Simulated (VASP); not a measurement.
# Rb (Im-3m) in VASP: a series of runs

The runs below take Rb through single point, with LDA.

Program: VASP 6.6.1. These are calculated values, not measurements. Logs are shortened: lines on timing, memory, paths and dates and some standing lists are left out, and cuts for length are marked.

**1. The cell of the first run**

Symmetry: Im-3m, No. 229, cubic system. Conventional cell: a = 5.372 Å, b = 5.372 Å, c = 5.372 Å, α = 90.00°, β = 90.00°, γ = 90.00°.

**2. Single point, LDA**

INCAR reads:

```
PREC = Accurate
ENCUT = 520
EDIFF = 1E-6
ISMEAR = -1
SIGMA = 0.1
LREAL = F
LASPH = T
NELM = 100
ALGO = Normal
ISIF = 2
LWAVE = F
LCHARG = F
GGA = CA
NBANDS = 10
```

KPOINTS reads:

```
regular mesh
0
Gamma
  7 7 7
```

POSCAR reads:

```
Rb
1.0
   -2.6859640533      2.6859640533      2.6859640533
    2.6859640533     -2.6859640533      2.6859640533
    2.6859640533      2.6859640533     -2.6859640533
Rb
1
Direct
    0.0000000000      0.0000000000      0.0000000000
```

Potentials or basis: VASP PAW LDA potentials, release 64 (Rb_sv).

On the command line:

```sh
$ cat potpaw_LDA.64/Rb_sv/POTCAR > POTCAR
$ mpirun -np 1 vasp_std > vasp.out
```

OUTCAR:

```text
PREC = Accurate
   ENCUT = 520
   EDIFF = 1E-6
   ISMEAR = -1
   LREAL = F
   LASPH = T
   NELM = 100
   ISIF = 2
   GGA = CA

 ion  position               nearest neighbor table
   1  0.000  0.000  0.000-

  LATTYP: Found a body centered cubic cell.
 ALAT       =     5.3719281066

  Lattice vectors:

 A1 = (  -2.6859640533,   2.6859640533,   2.6859640533)
 A2 = (   2.6859640533,  -2.6859640533,   2.6859640533)
 A3 = (   2.6859640533,   2.6859640533,  -2.6859640533)

Analysis of symmetry for initial positions (statically):
=====================================================================
 Subroutine PRICEL returns:
 Original cell was already a primitive cell.

 Routine SETGRP: Setting up the symmetry group for a
 body centered cubic supercell.

 Subroutine GETGRP returns: Found 48 space group operations
 (whereof 48 operations were pure point group operations)
 out of a pool of 48 trial point group operations.

The static configuration has the point symmetry O_h .

Analysis of symmetry for dynamics (positions and initial velocities):
=====================================================================
 Subroutine PRICEL returns:
 Original cell was already a primitive cell.

 Routine SETGRP: Setting up the symmetry group for a
 body centered cubic supercell.

 Subroutine GETGRP returns: Found 48 space group operations
 (whereof 48 operations were pure point group operations)
 out of a pool of 48 trial point group operations.

The dynamic configuration has the point symmetry O_h .

 Subroutine INISYM returns: Found 48 space group operations
 (whereof 48 operations are pure point group operations),
 and found     1 'primitive' translations

----------------------------------------------------------------------------------------

                                     Primitive cell

  volume of cell :      77.5105

  direct lattice vectors                    reciprocal lattice vectors
    -2.685964053  2.685964053  2.685964053     0.000000000  0.186152901  0.186152901
     2.685964053 -2.685964053  2.685964053     0.186152901  0.000000000  0.186152901
     2.685964053  2.685964053 -2.685964053     0.186152901  0.186152901  0.000000000

  length of vectors
     4.652226208  4.652226208  4.652226208     0.263259957  0.263259957  0.263259957

  position of ions in fractional coordinates (direct lattice)
     0.000000000  0.000000000  0.000000000

  ion indices of the primitive-cell ions
   primitive index   ion index
                 1           1

----------------------------------------------------------------------------------------

 KPOINTS: regular mesh

Automatic generation of k-mesh.
 Grid dimensions read from file:
 generate k-points for:    7    7    7

 Generating k-lattice:

  Cartesian coordinates                     Fractional coordinates (reciprocal lattice)
     0.000000000  0.026593272  0.026593272     0.142857143  0.000000000  0.000000000
     0.026593272  0.000000000  0.026593272     0.000000000  0.142857143  0.000000000
     0.026593272  0.026593272  0.000000000     0.000000000  0.000000000  0.142857143

  Length of vectors
     0.037608565  0.037608565  0.037608565

  Shift w.r.t. Gamma in fractional coordinates (k-lattice)
     0.000000000  0.000000000  0.000000000

 Subroutine IBZKPT returns following result:
 ===========================================

 Found     20 irreducible k-points:

 Following reciprocal coordinates:
            Coordinates               Weight
  0.000000  0.000000  0.000000      1.000000
  0.142857  0.000000  0.000000     12.000000
  0.285714  0.000000  0.000000     12.000000
  0.428571  0.000000  0.000000     12.000000
  0.142857  0.142857  0.000000     24.000000
  0.285714  0.142857  0.000000     48.000000
[... 12 lines left out ...]
 -0.428571 -0.428571  0.285714      8.000000
 -0.428571  0.428571  0.428571      6.000000
   k-points           NKPTS =     20   k-points in BZ     NKDIM =     20   number of bands    NBANDS=     10
   number of dos      NEDOS =    301   number of ions     NIONS =      1
   total plane-waves  NPLWV =  46656
   dimension x,y,z NGX =    36 NGY =   36 NGZ =   36
   dimension x,y,z NGXF=    72 NGYF=   72 NGZF=   72
   ions per type =               1
   NGX,Y,Z   is equivalent  to a cutoff of  12.86, 12.86, 12.86 a.u.
   NGXF,Y,Z  is equivalent  to a cutoff of  25.73, 25.73, 25.73 a.u.
 SYSTEM =  unknown system
   PREC   = accura    normal or accurate (medium, high low for compatibility)
   ISTART =      0    job   : 0-new  1-cont  2-samecut
   ICHARG =      2    charge: 1-file 2-atom 10-const
   ISPIN  =      1    spin polarized calculation?
   LNONCOLLINEAR =      F non collinear calculations
   LSORBIT =      F    spin-orbit coupling
   LASPH  =      T    aspherical Exc in radial PAW
   ENCUT  =  520.0 eV  38.22 Ry    6.18 a.u.   8.65  8.65  8.65*2*pi/ulx,y,z
   NELM   =    100;   NELMIN=  2; NELMDL= -5     # of ELM steps
   EDIFF  = 0.1E-05   stopping-criterion for ELM
   LREAL  =      F    real-space projection
   EDIFFG = 0.1E-04   stopping-criterion for IOM
   NSW    =      0    number of steps for IOM
   IBRION =     -1    ionic relax: 0-MD 1-quasi-New 2-CG
   NFREE  =      0    steps in history (QN), initial steepest desc. (CG)
   ISIF   =      2    stress and relaxation
   ISYM   =      2    0-nonsym 1-usesym 2-fastsym
   POTIM  = 0.5000    time-step for ionic-motion
   TEBEG  =    0.0;   TEEND  =   0.0 temperature during run
   PSTRESS=    0.0 pullay stress
   NELECT =       9.0000    total number of electrons
   NUPDOWN=      -1.0000    fix difference up-down
   EMIN   =  10.00;   EMAX   =-10.00  energy-range for DOS
   EFERMI =   0.00;   METHOD = LEGACY
   ISMEAR =    -1;   SIGMA  =   0.10  broadening in eV -4-tet -1-fermi 0-gaus
   EFERMI_NEDOS =   21; number of points for ismear=-14 and -15
   IALGO  =     38    algorithm
   IMIX   =      4    mixing-type and parameters
     AMIX     =   0.40;   BMIX     =  1.00
     AMIX_MAG =   1.60;   BMIX_MAG =  1.00
  volume/ion in A,a.u.               =      77.51       523.07
  Fermi-wavevector in a.u.,A,eV,Ry     =   0.798673  1.509272  8.678857  0.637878
  Thomas-Fermi vector in A             =   1.905629
   LORBIT       =      0    0 simple, 1 ext, 2 COOP (PROOUT), +10 PAW based schemes
   GGA     = CA    functional components
   LHFCALC =     F    Hartree Fock is set to
   AEXX    =    0.0000 exact exchange contribution
   IVDW    =     0    specifies the selected vdW correction
   LEPSILON=     F    determine dielectric tensor
   LRPA    =     F    only Hartree local field effects (RPA)
 non-spin polarized calculation
  energy-cutoff  :      520.00
  volume of cell :       77.51
 maximum number of plane-waves:      2098
   NGX = 17   NGY = 17   NGZ = 17

 number of electron       9.0000000 magnetization

 Free energy of the ion-electron system (eV)
  ---------------------------------------------------
  ext. energy  EPLUGINS =         0.00000000
  ---------------------------------------------------
  free energy    TOTEN  =        -1.07721342 eV

  energy without entropy =       -1.04978489  energy(sigma->0) =       -1.06349916

 E-fermi :   0.1594     XC(G=0):  -6.1025

 val. band max:        0.1213611366   @ k =  -0.2857   0.4286   0.1429
 cond. band min:       0.2636746939   @ k =  -0.4286   0.4286   0.1429
 fundamental gap:      0.1423135573
 Fermi energy:         0.1593951559

 k-point     1 :       0.0000    0.0000    0.0000
  band No.  band energies     occupation
      1     -28.5535      2.00000
      2     -12.6317      2.00000
      3     -12.6317      2.00000
      4     -12.6317      2.00000
      5      -2.0406      2.00000
      6       3.8838      0.00000
      7       3.8838      0.00000
      8       3.8838      0.00000
      9       4.9824      0.00000
     10       4.9824      0.00000

 k-point     2 :       0.1429    0.0000    0.0000
  band No.  band energies     occupation
      1     -28.5518      2.00000
      2     -12.6649      2.00000
      3     -12.6422      2.00000
      4     -12.6318      2.00000
      5      -1.7615      2.00000
      6       3.4723      0.00000
      7       3.5683      0.00000
      8       4.1540      0.00000
      9       4.6834      0.00000
     10       4.9193      0.00000

 k-point     3 :       0.2857    0.0000    0.0000
  band No.  band energies     occupation
      1     -28.5478      2.00000
      2     -12.7376      2.00000
      3     -12.6657      2.00000
      4     -12.6320      2.00000
      5      -0.9942      1.99998
      6       2.4182      0.00000
      7       3.0574      0.00000
      8       4.8241      0.00000
      9       4.9385      0.00000
     10       4.9715      0.00000

 k-point     4 :       0.4286    0.0000    0.0000
  band No.  band energies     occupation
      1     -28.5446      2.00000
      2     -12.7941      2.00000
      3     -12.6844      2.00000
      4     -12.6322      2.00000
      5       0.0204      1.60111
      6       1.4212      0.00001
      7       2.7474      0.00000
      8       4.7274      0.00000
      9       5.3713      0.00000
     10       6.1644      0.00000
[... 170 lines left out ...]
 k-point    18 :      -0.4286    0.4286    0.2857
  band No.  band energies     occupation
      1     -28.5402      2.00000
      2     -12.7654      2.00000
      3     -12.7237      2.00000
      4     -12.7068      2.00000
      5       0.8018      0.00324
      6       1.5704      0.00000
      7       3.0334      0.00000
      8       3.3627      0.00000
      9       4.3511      0.00000
     10       6.0344      0.00000

 k-point    19 :      -0.4286   -0.4286    0.2857
  band No.  band energies     occupation
      1     -28.5389      2.00000
      2     -12.7544      2.00000
      3     -12.7544      2.00000
      4     -12.7117      2.00000
      5       1.3324      0.00002
      6       1.3324      0.00002
      7       2.5569      0.00000
      8       4.0915      0.00000
      9       4.0915      0.00000
     10       5.8634      0.00000

 k-point    20 :      -0.4286    0.4286    0.4286
  band No.  band energies     occupation
      1     -28.5377      2.00000
      2     -12.7511      2.00000
      3     -12.7452      2.00000
      4     -12.7452      2.00000
      5       1.2057      0.00006
      6       1.4117      0.00001
      7       3.5788      0.00000
      8       3.7319      0.00000
      9       3.7319      0.00000
     10       6.2922      0.00000

------------------------ aborting loop because EDIFF is reached ----------------------------------------

  FORCE on cell =-STRESS in cart. coord.  units (eV):
  Direction    XX          YY          ZZ          XY          YZ          ZX
  --------------------------------------------------------------------------------------
  -------------------------------------------------------------------------------------
  Total       -0.0001036     -0.0001036     -0.0001036     -0.0000000      0.0000000     -0.0000000
  in kB       -0.0021411     -0.0021411     -0.0021411     -0.0000000      0.0000000     -0.0000000
  external PRESSURE =      -0.0021411 kB  Pullay stress =       0.0000000 kB

 VOLUME and BASIS-vectors are now :
 -----------------------------------------------------------------------------
  energy-cutoff  :      520.00
  volume of cell :       77.51
      direct lattice vectors                 reciprocal lattice vectors
    -2.685964053  2.685964053  2.685964053     0.000000000  0.186152901  0.186152901
     2.685964053 -2.685964053  2.685964053     0.186152901  0.000000000  0.186152901
     2.685964053  2.685964053 -2.685964053     0.186152901  0.186152901  0.000000000

 POSITION                                       TOTAL-FORCE (eV/Angst)
 -----------------------------------------------------------------------------------
      0.00000      0.00000      0.00000         0.000000      0.000000     -0.000000
 -----------------------------------------------------------------------------------
    total drift:                               -0.000000      0.000000      0.000000

  FREE ENERGIE OF THE ION-ELECTRON SYSTEM (eV)
  ---------------------------------------------------
  free  energy   TOTEN  =        -1.0772134245 eV

  energy  without entropy=       -1.0497848893  energy(sigma->0) =       -1.06349916
```

It took 19 s on 1 thread of Intel Xeon 6975P-C, shared host; peak memory 0.17 GiB.

Results:

```
Free energy : -1.0772 eV
Pressure    : 0.0 GPa
```

Levels at points of the mesh, in eV from the Fermi level:
| k point | band 3 | band 4 | band 5 | band 6 | band 7 | band 8 |
| --- | --- | --- | --- | --- | --- | --- |
| (0.00, 0.00, 0.00) | -12.79 | -12.79 | -2.20 | 3.72 | 3.72 | 3.72 |

**3. Single point, LDA**

INCAR reads:

```
PREC     = Accurate       # precision mode
ENCUT    = 520            # plane-wave cutoff, eV
EDIFF    = 1E-6           # SCF threshold, eV
ISMEAR   = -1             # smearing method
SIGMA    = 0.1            # smearing width, eV
LREAL    = False          # projectors in reciprocal space
LASPH    = True           # aspherical terms in the spheres
NELM     = 80             # most SCF steps
ALGO     = Normal         # electronic algorithm
ISIF     = 2              # what is computed and relaxed
LWAVE    = False          # write WAVECAR
LCHARG   = False          # write CHGCAR
NBANDS   = 10             # bands
```

KPOINTS reads:

```
regular mesh
0
Gamma
  8 8 8
```

POSCAR is that of step 2.

Potentials or basis: VASP PAW LDA potentials, release 64 (Rb_sv).

On the command line:

```sh
$ cat potpaw_LDA.64/Rb_sv/POTCAR > POTCAR
$ mpirun -np 1 vasp_std > vasp.out
```

It took 22 s on 1 thread of Intel Xeon 6975P-C, shared host; peak memory 0.17 GiB.

Results (log left out):

* Free energy: -1.0722 eV
* Pressure: 0.0 GPa

Levels at points of the mesh, in eV from the Fermi level:
```
           k point  band 1  band 2  band 3  band 4  band 5  band 6  band 7  band 8  band 9
(0.00, 0.00, 0.00)  -28.72  -12.80  -12.80  -12.80   -2.21    3.72    3.72    3.72    4.82
(0.50, 0.00, 0.00)  -28.71  -12.97  -12.85  -12.80    0.16    0.97    2.54    4.49    5.48
(0.50, 0.50, 0.50)  -28.70  -12.92  -12.92  -12.92    1.15    1.15    3.69    3.69    3.69
```
